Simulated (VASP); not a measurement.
# Ca (I4/mmm) in VASP: notebook

Runs on Ca. Level: PBE. Tasks: single point.

Everything below comes from runs of VASP 6.6.1. Logs are shortened: lines on timing, memory, paths and dates and some standing lists are left out, and cuts for length are marked.

## Step 1: The cell of the first run

It takes space group I4/mmm (No. 139, tetragonal). The conventional cell has a = 3.621 Å, b = 3.621 Å, c = 6.657 Å, α = 90.00°, β = 90.00°, γ = 90.00°. Within 4.8 Å of Ca (site symmetry 4/mmm) lie 12 Ca at 3.62 to 4.20 Å.

## Step 2: Single point, PBE

Input file INCAR:

```
SYSTEM = Ca
PREC = Accurate ; ENCUT = 520
EDIFF = 1E-7 ; ISMEAR = 0
SIGMA = 0.15 ; LREAL = .False.
LASPH = .True. ; NELM = 80
ALGO = Fast ; ISIF = 2
LWAVE = .False. ; LCHARG = .True.
GGA = PE ; LELF = .True.
LVHAR = .True. ; NBANDS = 11
```

Input file KPOINTS:

```
regular mesh
0
Gamma
  16 16 16
  0 0 0
```

Input file POSCAR:

```
Ca
1.0
    0.0000000000      2.5602146059      3.3282789877
    2.5602146059      0.0000000000      3.3282789877
    2.5602146059      2.5602146059      0.0000000000
Ca
1
Direct
    0.0000000000      0.0000000000      0.0000000000
```

Potentials or basis: VASP PAW PBE potentials, release 64 (Ca_sv).

The run is started by

```
$ cat potpaw_PBE.64/Ca_sv/POTCAR > POTCAR
$ mpirun -np 1 vasp_std > vasp.out
```

OUTCAR:

```text
SYSTEM = Ca
   PREC = Accurate
   ENCUT = 520
   EDIFF = 1E-7
   ISMEAR = 0
   LREAL = .False.
   LASPH = .True.
   NELM = 80
   ISIF = 2
   GGA = PE

 ion  position               nearest neighbor table
   1  0.000  0.000  0.000-

  LATTYP: Found a body centered tetragonal cell.
 ALAT       =     3.6206902182
 C/A-ratio  =     1.8384776311

  Lattice vectors:

 A1 = (  -2.5602146059,   0.0000000000,   3.3282789877)
 A2 = (   2.5602146059,   0.0000000000,   3.3282789877)
 A3 = (   0.0000000000,   2.5602146059,  -3.3282789877)

Analysis of symmetry for initial positions (statically):
=====================================================================
 Subroutine PRICEL returns:
 Original cell was already a primitive cell.

 Routine SETGRP: Setting up the symmetry group for a
 body centered tetragonal supercell.

 Subroutine GETGRP returns: Found 16 space group operations
 (whereof 16 operations were pure point group operations)
 out of a pool of 16 trial point group operations.

The static configuration has the point symmetry D_4h.

Analysis of symmetry for dynamics (positions and initial velocities):
=====================================================================
 Subroutine PRICEL returns:
 Original cell was already a primitive cell.

 Routine SETGRP: Setting up the symmetry group for a
 body centered tetragonal supercell.

 Subroutine GETGRP returns: Found 16 space group operations
 (whereof 16 operations were pure point group operations)
 out of a pool of 16 trial point group operations.

The dynamic configuration has the point symmetry D_4h.

 Subroutine INISYM returns: Found 16 space group operations
 (whereof 16 operations are pure point group operations),
 and found     1 'primitive' translations

----------------------------------------------------------------------------------------

                                     Primitive cell

  volume of cell :      43.6317

  direct lattice vectors                    reciprocal lattice vectors
     0.000000000  2.560214606  3.328278988    -0.195296128  0.195296128  0.150227791
     2.560214606  0.000000000  3.328278988     0.195296128 -0.195296128  0.150227791
     2.560214606  2.560214606  0.000000000     0.195296128  0.195296128 -0.150227791

  length of vectors
     4.199064163  4.199064163  3.620690218     0.314403474  0.314403474  0.314403474

  position of ions in fractional coordinates (direct lattice)
     0.000000000  0.000000000  0.000000000

  ion indices of the primitive-cell ions
   primitive index   ion index
                 1           1

----------------------------------------------------------------------------------------

 KPOINTS: regular mesh

Automatic generation of k-mesh.
 Grid dimensions read from file:
 generate k-points for:   16   16   16

 Generating k-lattice:

  Cartesian coordinates                     Fractional coordinates (reciprocal lattice)
    -0.012206008  0.012206008  0.009389237     0.062500000  0.000000000  0.000000000
     0.012206008 -0.012206008  0.009389237     0.000000000  0.062500000  0.000000000
     0.012206008  0.012206008 -0.009389237     0.000000000  0.000000000  0.062500000

  Length of vectors
     0.019650217  0.019650217  0.019650217

  Shift w.r.t. Gamma in fractional coordinates (k-lattice)
     0.000000000  0.000000000  0.000000000

 Subroutine IBZKPT returns following result:
 ===========================================

 Found    349 irreducible k-points:

 Following reciprocal coordinates:
            Coordinates               Weight
  0.000000  0.000000  0.000000      1.000000
  0.062500  0.000000  0.000000      8.000000
  0.125000  0.000000  0.000000      8.000000
  0.187500  0.000000  0.000000      8.000000
  0.250000  0.000000  0.000000      8.000000
  0.312500  0.000000  0.000000      8.000000
[... 16 lines left out ...]
 -0.125000  0.062500  0.000000      8.000000
 -0.062500  0.062500  0.000000      4.000000
 [... further k-points ...]
   k-points           NKPTS =    349   k-points in BZ     NKDIM =    349   number of bands    NBANDS=     11
   number of dos      NEDOS =    301   number of ions     NIONS =      1
   total plane-waves  NPLWV =  28672
   dimension x,y,z NGX =    32 NGY =   32 NGZ =   28
   dimension x,y,z NGXF=    64 NGYF=   64 NGZF=   56
   ions per type =               1
   NGX,Y,Z   is equivalent  to a cutoff of  12.67, 12.67, 12.86 a.u.
   NGXF,Y,Z  is equivalent  to a cutoff of  25.34, 25.34, 25.71 a.u.
 SYSTEM =  Ca
   PREC   = accura    normal or accurate (medium, high low for compatibility)
   ISTART =      0    job   : 0-new  1-cont  2-samecut
   ICHARG =      2    charge: 1-file 2-atom 10-const
   ISPIN  =      1    spin polarized calculation?
   LNONCOLLINEAR =      F non collinear calculations
   LSORBIT =      F    spin-orbit coupling
   LASPH  =      T    aspherical Exc in radial PAW
   ENCUT  =  520.0 eV  38.22 Ry    6.18 a.u.   7.81  7.81  6.73*2*pi/ulx,y,z
   NELM   =     80;   NELMIN=  2; NELMDL= -5     # of ELM steps
   EDIFF  = 0.1E-06   stopping-criterion for ELM
   LREAL  =      F    real-space projection
   EDIFFG = 0.1E-05   stopping-criterion for IOM
   NSW    =      0    number of steps for IOM
   IBRION =     -1    ionic relax: 0-MD 1-quasi-New 2-CG
   NFREE  =      0    steps in history (QN), initial steepest desc. (CG)
   ISIF   =      2    stress and relaxation
   ISYM   =      2    0-nonsym 1-usesym 2-fastsym
   POTIM  = 0.5000    time-step for ionic-motion
   TEBEG  =    0.0;   TEEND  =   0.0 temperature during run
   PSTRESS=    0.0 pullay stress
   NELECT =      10.0000    total number of electrons
   NUPDOWN=      -1.0000    fix difference up-down
   EMIN   =  10.00;   EMAX   =-10.00  energy-range for DOS
   EFERMI =   0.00;   METHOD = LEGACY
   ISMEAR =     0;   SIGMA  =   0.15  broadening in eV -4-tet -1-fermi 0-gaus
   EFERMI_NEDOS =   21; number of points for ismear=-14 and -15
   IALGO  =     68    algorithm
   IMIX   =      4    mixing-type and parameters
     AMIX     =   0.40;   BMIX     =  1.00
     AMIX_MAG =   1.60;   BMIX_MAG =  1.00
  volume/ion in A,a.u.               =      43.63       294.44
  Fermi-wavevector in a.u.,A,eV,Ry     =   1.001861  1.893242 13.656506  1.003725
  Thomas-Fermi vector in A             =   2.134310
   LORBIT       =      0    0 simple, 1 ext, 2 COOP (PROOUT), +10 PAW based schemes
   GGA     = PE    functional components
   LHFCALC =     F    Hartree Fock is set to
   AEXX    =    0.0000 exact exchange contribution
   IVDW    =     0    specifies the selected vdW correction
   LEPSILON=     F    determine dielectric tensor
   LRPA    =     F    only Hartree local field effects (RPA)
 non-spin polarized calculation
 RMM-DIIS sequential band-by-band and
 Gauss-broadening in eV      SIGMA  =   0.15
  energy-cutoff  :      520.00
  volume of cell :       43.63
 maximum number of plane-waves:      1209
   NGX = 15   NGY = 15   NGZ = 13

 number of electron      10.0000000 magnetization

 Free energy of the ion-electron system (eV)
  ---------------------------------------------------
  ext. energy  EPLUGINS =         0.00000000
  ---------------------------------------------------
  free energy    TOTEN  =        -1.85123498 eV

  energy without entropy =       -1.83400718  energy(sigma->0) =       -1.84262108

 E-fermi :   1.8087     XC(G=0):  -7.6275

 val. band max:        1.8022514320   @ k =  -0.3125   0.2500   0.1875
 cond. band min:       1.8113301329   @ k =  -0.2500   0.1875   0.4375
 fundamental gap:      0.0090787009
 Fermi energy:         1.8086966105

 k-point     1 :       0.0000    0.0000    0.0000
  band No.  band energies     occupation
      1     -40.3054      2.00000
      2     -21.2310      2.00000
      3     -21.2121      2.00000
      4     -21.2121      2.00000
      5      -2.1206      2.00000
      6       3.3875      0.00000
      7       4.0750      0.00000
      8       4.6803      0.00000
      9       4.6803      0.00000
     10       5.7560      0.00000
     11      11.0143      0.00000

 k-point     2 :       0.0625    0.0000    0.0000
  band No.  band energies     occupation
      1     -40.3049      2.00000
      2     -21.2319      2.00000
      3     -21.2183      2.00000
      4     -21.2119      2.00000
      5      -2.0534      2.00000
      6       3.4035      0.00000
      7       4.0789      0.00000
      8       4.6042      0.00000
      9       4.7042      0.00000
     10       5.7125      0.00000
     11      11.0478      0.00000

 k-point     3 :       0.1250    0.0000    0.0000
  band No.  band energies     occupation
      1     -40.3032      2.00000
      2     -21.2391      2.00000
      3     -21.2315      2.00000
      4     -21.2113      2.00000
      5      -1.8542      2.00000
      6       3.4342      0.00000
      7       4.0439      0.00000
      8       4.4695      0.00000
      9       4.7705      0.00000
     10       5.5968      0.00000
     11      11.0765      0.00000

 k-point     4 :       0.1875    0.0000    0.0000
  band No.  band energies     occupation
      1     -40.3007      2.00000
      2     -21.2650      2.00000
      3     -21.2359      2.00000
      4     -21.2103      2.00000
      5      -1.5307      2.00000
      6       3.4288      0.00000
      7       3.8335      0.00000
      8       4.5227      0.00000
      9       4.8569      0.00000
     10       5.4525      0.00000
     11      10.2558      0.00000
[... 239 lines left out ...]
 k-point    22 :      -0.1875    0.0625    0.0000
  band No.  band energies     occupation
      1     -40.2982      2.00000
      2     -21.2935      2.00000
      3     -21.2356      2.00000
      4     -21.2081      2.00000
      5      -1.2612      2.00000
      6       3.4567      0.00000
      7       3.6724      0.00000
      8       4.6252      0.00000
      9       4.9106      0.00000
     10       5.2612      0.00000
     11       9.6544      0.00000

 k-point    23 :      -0.1250    0.0625    0.0000
  band No.  band energies     occupation
      1     -40.3011      2.00000
      2     -21.2621      2.00000
      3     -21.2329      2.00000
      4     -21.2094      2.00000
      5      -1.6462      2.00000
      6       3.5306      0.00000
      7       3.9884      0.00000
      8       4.3670      0.00000
      9       4.8247      0.00000
     10       5.4156      0.00000
     11      10.7113      0.00000

 k-point    24 :      -0.0625    0.0625    0.0000
  band No.  band energies     occupation
      1     -40.3034      2.00000
      2     -21.2357      2.00000
      3     -21.2316      2.00000
      4     -21.2107      2.00000
      5      -1.9137      2.00000
      6       3.4756      0.00000
      7       4.1843      0.00000
      8       4.3516      0.00000
      9       4.7442      0.00000
     10       5.5860      0.00000
     11      11.2605      0.00000

 [... further k-points ...]

------------------------ aborting loop because EDIFF is reached ----------------------------------------

  FORCE on cell =-STRESS in cart. coord.  units (eV):
  Direction    XX          YY          ZZ          XY          YZ          ZX
  --------------------------------------------------------------------------------------
  -------------------------------------------------------------------------------------
  Total        0.2270221      0.2270221     -0.8825038      0.0000000     -0.0000000      0.0000000
  in kB        8.3363574      8.3363574    -32.4059443      0.0000000     -0.0000000      0.0000000
  external PRESSURE =      -5.2444098 kB  Pullay stress =       0.0000000 kB

 VOLUME and BASIS-vectors are now :
 -----------------------------------------------------------------------------
  energy-cutoff  :      520.00
  volume of cell :       43.63
      direct lattice vectors                 reciprocal lattice vectors
     0.000000000  2.560214606  3.328278988    -0.195296128  0.195296128  0.150227791
     2.560214606  0.000000000  3.328278988     0.195296128 -0.195296128  0.150227791
     2.560214606  2.560214606  0.000000000     0.195296128  0.195296128 -0.150227791

 POSITION                                       TOTAL-FORCE (eV/Angst)
 -----------------------------------------------------------------------------------
      0.00000      0.00000      0.00000        -0.000000      0.000000      0.000000
 -----------------------------------------------------------------------------------
    total drift:                               -0.000000     -0.000000     -0.000000

  FREE ENERGIE OF THE ION-ELECTRON SYSTEM (eV)
  ---------------------------------------------------
  free  energy   TOTEN  =        -1.8512349823 eV

  energy  without entropy=       -1.8340071777  energy(sigma->0) =       -1.84262108
```

It took 2.4 min on 1 thread of AMD EPYC 9R45 (Zen 5), shared host; peak memory 0.27 GiB.

What came out:

| Item | Value |
| --- | --- |
| Free energy | -1.8512 eV |
| Pressure | -0.5 GPa |
| Band gap on the k mesh | zero (band 5 reaches 2.02 eV, above the bottom of band 6 at 1.46 eV) |

Levels at points of the mesh, in eV from the Fermi level:
| k point | band 1 | band 2 | band 3 | band 4 | band 5 | band 6 | band 7 | band 8 | band 9 | band 10 |
| --- | --- | --- | --- | --- | --- | --- | --- | --- | --- | --- |
| (0.00, 0.00, 0.00) | -42.11 | -23.04 | -23.02 | -23.02 | -3.93 | 1.58 | 2.27 | 2.87 | 2.87 | 3.95 |
| (0.50, 0.00, 0.00) | -42.10 | -23.19 | -23.06 | -23.01 | -0.85 | -0.06 | 1.54 | 2.81 | 3.82 | 3.91 |
| (0.50, 0.50, 0.00) | -42.11 | -23.12 | -23.04 | -23.04 | -1.11 | -0.35 | 0.86 | 4.06 | 4.06 | 4.13 |
| (0.50, 0.00, 0.50) | -42.09 | -23.18 | -23.15 | -23.05 | -0.22 | 0.69 | 1.89 | 3.45 | 3.53 | 4.66 |

(Continued in part 2 of 2.)
